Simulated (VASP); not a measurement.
Set up this calculation in VASP 6.6.1, as the native input.

- Task: single point
- Functional: r2SCAN
- Potentials or basis: VASP PAW PBE potentials, release 64 (Ta_sv_GW, N)
- Cutoff: 770 eV
- k mesh: 24 × 24 × 18
- Occupations: gaussian, width 0.15 eV
- Spin: no spin polarisation
- Dipole correction: no
- Further INCAR settings: ALGO = Normal; EDIFF = 1e-06; NBANDS = 16

TaN:

```xyz
2
Lattice="3.1015 0.0000 0.0000 -1.5508 2.6860 0.0000 0.0000 0.0000 2.5870" Properties=species:S:1:pos:R:3 pbc="T T T"
Ta    0.0000    1.7907    1.2935
N     0.0000    0.0000    0.0000
```

This cell differs from its parent crystal: ratio of the length along z to the lengths across it x 0.85, volume and fractional coordinates fixed.

The input as run:

POSCAR

```
TaN
1.0
    3.1015490049      0.0000000000      0.0000000000
   -1.5507745025      2.6860202293      0.0000000000
    0.0000000000      0.0000000000      2.5869652373
Ta N
1 1
Direct
    0.3333333333      0.6666666667      0.5000000000
    0.0000000000      0.0000000000      0.0000000000
```

INCAR.step1

```
SYSTEM = TaN
PREC = Accurate
ENCUT = 770
ISMEAR = 0
SIGMA = 0.15
LREAL = .False.
LASPH = .True.
NELM = 120
NBANDS = 16
GGA = PE
ALGO = Normal
EDIFF = 1E-5
LWAVE = .True.
LCHARG = .False.
GGA_COMPAT = .False.
```

INCAR.step2

```
SYSTEM = TaN
PREC = Accurate
ENCUT = 770
EDIFF = 1E-6
ISMEAR = 0
SIGMA = 0.15
LREAL = .False.
LASPH = .True.
NELM = 120
ALGO = Normal
ISIF = 2
LWAVE = .False.
LCHARG = .False.
METAGGA = R2SCAN
LMIXTAU = .True.
NBANDS = 16
ISTART = 1
GGA_COMPAT = .False.
```

KPOINTS

```
Automatic mesh
0
Gamma
  24 24 18
  0 0 0
```

Potentials or basis: VASP PAW PBE potentials, release 64 (Ta_sv_GW, N).

Run with:

```sh
$ cat potpaw_PBE.64/Ta_sv_GW/POTCAR potpaw_PBE.64/N/POTCAR > POTCAR
$ cp INCAR.step1 INCAR
$ mpirun -np 1 vasp_std > vasp.out
$ cp INCAR.step2 INCAR
$ mpirun -np 1 vasp_std > vasp.out
```

It gave:

The pressure is 11.2 GPa and the band gap on the k mesh is zero (bands 9 and 10 overlap by 0.91 eV).

Caveat: the stress differs along the axes, from -28 to 90 GPa; the PAW data sets were made with another functional, which shifts forces and pressure a little; spin-orbit coupling is left out, which moves the levels of the heavy elements.

It took 11 min on 1 thread of AMD EPYC 9R45 96-Core Processor (Zen 5), with other jobs on the host, peak memory 0.48 GiB.
